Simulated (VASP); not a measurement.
ZnCd2Te2: single point with PBE

ZnCd2Te2, a slab with vacuum:

```
CELL_PARAMETERS angstrom
4.67946 0.00000 0.00000
-2.33973 4.05253 0.00000
0.00000 0.00000 20.08073
ATOMIC_POSITIONS crystal
Te 0.00000 0.00000 0.19920
Te 0.33333 0.66667 0.40371
Cd 0.33333 0.66667 0.24676
Cd 0.66667 0.33333 0.42731
Zn 0.33333 0.55556 0.60845
```

```
Program             : VASP 6.6.1
Task                : single point
Functional          : PBE
Potentials or basis : VASP PAW PBE potentials, release 64 (Te, Cd, Zn)
Cutoff              : 520 eV
k mesh              : 6 × 6 × 1
Occupations         : gaussian, width 0.05 eV
Spin                : no spin polarisation
```

The largest force is 0.436 eV/Å and the band gap on the k mesh is zero (filled and empty bands touch).

Forces in eV/Å, atoms in the order of the input:
```
Te  -0.001  0.001  0.436
Te  -0.008  0.012 -0.058
Cd   0.000  0.000 -0.428
Cd  -0.002 -0.002  0.049
Zn   0.012 -0.012  0.001
```

Levels at points of the mesh, in eV from the Fermi level:
| k point | band 21 | band 22 | band 23 | band 24 | band 25 | band 26 | band 27 | band 28 |
| --- | --- | --- | --- | --- | --- | --- | --- | --- |
| (0.00, 0.00, 0.00) | -1.88 | -1.46 | -0.31 | 0.00 | 0.00 | 1.35 | 1.85 | 3.55 |
| (0.50, 0.00, 0.00) | -2.62 | -1.99 | -0.88 | -0.73 | 0.60 | 1.08 | 2.10 | 2.37 |
| (0.00, 0.50, 0.00) | -2.62 | -2.00 | -0.88 | -0.72 | 0.69 | 1.03 | 1.96 | 2.47 |
| (0.50, 0.50, 0.00) | -2.60 | -2.01 | -0.88 | -0.73 | 0.56 | 1.14 | 2.15 | 2.25 |

Wall time 2.8 min on 1 thread of Intel(R) Xeon(R) 6975P-C (Granite Rapids), on a shared host, peak memory 0.62 GiB.

Caveat: spin-orbit coupling is left out, which moves the levels of the heavy elements.
